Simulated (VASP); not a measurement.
Runs of VASP 6.6.1 on SnTe. It takes space group Pm-3m (No. 221, cubic). Conventional cell: a = 3.892 Å, b = 3.892 Å, c = 3.892 Å, α = 90.00°, β = 90.00°, γ = 90.00°. Within 4.4 Å of Sn (site symmetry m-3m) lie 8 Te at 3.37 Å and 6 Sn at 3.89 Å. Te (site symmetry m-3m) has 8 Sn at 3.37 Å and 6 Te at 3.89 Å within 4.4 Å. 

| level | k mesh | smearing | grid for exact exchange (PRECFOCK) | screening parameter | gap on the mesh (eV) | pressure (GPa) |
| --- | --- | --- | --- | --- | --- | --- |
| PBE | 4 × 4 × 4 | methfessel-paxton 0.5 eV | - | - | none | 0.6 |
| PBE | 4 × 4 × 4 | fermi-dirac 0.02 eV | - | - | none | -0.2 |
| PBE | 4 × 4 × 4 | methfessel-paxton 0.05 eV | - | - | none | (b) |
| PBE | 5 × 5 × 5 | fermi-dirac 0.02 eV | - | - | none | -0.1 |
| HSE06 | 4 × 4 × 4 | fermi-dirac 0.02 eV | Normal | 0.2079 1/Å | none | -0.5 |
| PBE | 4 × 4 × 4 | fermi-dirac 0.05 eV | - | - | none | (a) |

Alike in all rows: task single point; potentials or basis VASP PAW PBE potentials, release 64 (Sn_d, Te); no spin polarisation; cell as given; cutoff (eV) 520.

Question: Estimate the missing entries.

Answer: (a) 0.2; (b) -0.3.

Caveats: some runs use coarse meshes; spin-orbit coupling is left out, which moves the levels of the heavy elements; the PAW data sets were made with another functional, which shifts forces and pressure a little (some runs).

A k mesh can miss the band edges, and the runs leave out spin-orbit coupling on Sn, Te.

A gap of «none» marks levels without a gap at the run's occupations.
